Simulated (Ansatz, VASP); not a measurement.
**Two plane-wave programs on K3SbI**

File INCAR:

```
SYSTEM = K3SbI
PREC = Accurate
ENCUT = 520
EDIFF = 1E-7
ISMEAR = 0
SIGMA = 0.1
LREAL = .False.
LASPH = .True.
NELM = 60
ALGO = Normal
ISIF = 2
LWAVE = .False.
LCHARG = .False.
GGA = PE
NBANDS = 28
```

File KPOINTS:

```
regular mesh
0
Gamma
  4 4 4
  0 0 0
```

File POSCAR:

```
K3SbI
1.0
    5.3771530500      0.0000000000      0.0000000000
    0.0000000000      5.3771530500      0.0000000000
    0.0000000000      0.0000000000      5.3771530500
K Sb I
3 1 1
Direct
    0.0000000000      0.5000000000      0.5000000000
    0.5000000000      0.0000000000      0.5000000000
    0.5000000000      0.5000000000      0.0000000000
    0.0000000000      0.0000000000      0.0000000000
    0.5000000000      0.5000000000      0.5000000000
```

Input for Ansatz:

```yaml
crystal:
  lattice:
    - [5.37715305, 0.0, 0.0]
    - [0.0, 5.37715305, 0.0]
    - [0.0, 0.0, 5.37715305]
  atoms:
    - { symbol: K, position: [0.0, 0.5, 0.5] }
    - { symbol: K, position: [0.5, 0.0, 0.5] }
    - { symbol: K, position: [0.5, 0.5, 0.0] }
    - { symbol: Sb, position: [0.0, 0.0, 0.0] }
    - { symbol: I, position: [0.5, 0.5, 0.5] }
basis:
  ecutwfc: 420
kpoints:
  mp_grid: { grid: [4, 4, 4] }
hamiltonian:
  xc: pbe
scf:
  occupations: { method: gaussian, width: 0.1 }
  lower_state_search: "off"
output:
  forces: true
  stress: true
  eigenvalues: true
```

Change from the starting cell: species swapped into the Mn3GaC type (Pm-3m, No. 221).

Alike in both runs: task single point; functional PBE; k mesh 4 × 4 × 4; occupations gaussian, width 0.1 eV; no spin polarisation.

|  | VASP | Ansatz |
| --- | --- | --- |
| version | VASP 6.6.1 | Ansatz 0.2.0 |
| potentials or method | VASP PAW PBE potentials, release 64 (K_sv, Sb, I), cutoff 520 eV | scalar-relativistic, plane waves, PAW |
| valence electrons in the cell | 39 | 59 |

VASP gave:

```
gap on the k mesh at the Fermi level (eV) : none
pressure (GPa)                            : 18.6
```

Q: Estimate Ansatz's values.

A: gap on the k mesh at the Fermi level (eV): none; pressure (GPa): 18.3.

A gap of «none» marks a metal or a gap that the smearing closes. The functional is the same, so the differences come from potentials, cutoffs and numerics. VASP's potentials hold 39 valence electrons a cell and Ansatz's 59, so a difference there can come from the potentials and not from the codes.

Spin-orbit coupling is off throughout.
